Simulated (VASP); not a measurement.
Set up this calculation in VASP 6.6.1, as the native input.

```
Task                   : single point
Functional             : PBE
Potentials or basis    : VASP PAW PBE potentials, release 64 (Ba_sv, Ti_sv, O)
Cutoff                 : 520 eV
k mesh                 : 6 × 6 × 6
Occupations            : gaussian, width 0.01 eV
Spin                   : no spin polarisation
Hubbard terms          : Ti d U = 2.0 eV
Dipole correction      : no
Further INCAR settings : ALGO = Normal; EDIFF = 1e-06; NBANDS = 28
```

The structure of BaTiO3 lies in POSCAR:

```
BaTiO3
1.0
    3.9998000000      0.0000000000      0.0000000000
    0.0000000000      3.9998000000      0.0000000000
    0.0000000000      0.0000000000      4.0180000000
Ba Ti O
1 1 3
Direct
    0.0000000000      0.0000000000      0.0000000000
    0.5000000000      0.5000000000      0.4900000000
    0.5000000000      0.5000000000      0.0190000000
    0.5000000000      0.0000000000      0.5170000000
    0.0000000000      0.5000000000      0.5170000000
```

One way to write it, as run:

INCAR

```
ALGO = Normal ; EDIFF = 1E-6
ENCUT = 520 ; GGA = PE
ISIF = 2 ; ISMEAR = 0
LASPH = True ; LCHARG = False
LDAU = True ; LDAUJ = 0 0 0
LDAUL = -1 2 -1 ; LDAUPRINT = 1
LDAUTYPE = 2 ; LDAUU = 0 2 0
LMAXMIX = 4 ; LREAL = False
LWAVE = False ; NBANDS = 28
NELM = 150 ; PREC = Accurate
SIGMA = 0.01
```

KPOINTS

```
k-points
0
Gamma
  6 6 6
```

Potentials or basis: VASP PAW PBE potentials, release 64 (Ba_sv, Ti_sv, O).

Run with:

```console
$ cat potpaw_PBE.64/Ba_sv/POTCAR potpaw_PBE.64/Ti_sv/POTCAR potpaw_PBE.64/O/POTCAR > POTCAR
$ mpirun -np 1 vasp_std > vasp.out
```

Results of the run:

- Pressure: 5.8 GPa
- Largest force: 0.174 eV/Å
- Band gap on the k mesh: 2.00 eV (least direct gap 2.30 eV)

Caveat: the cell stands under pressure; spin-orbit coupling is left out, which moves the levels of the heavy elements.

It took 87 s on 1 thread of Intel(R) Xeon(R) Platinum 8375C CPU @ 2.90GHz (Ice Lake), on a shared host, peak memory 0.22 GiB.
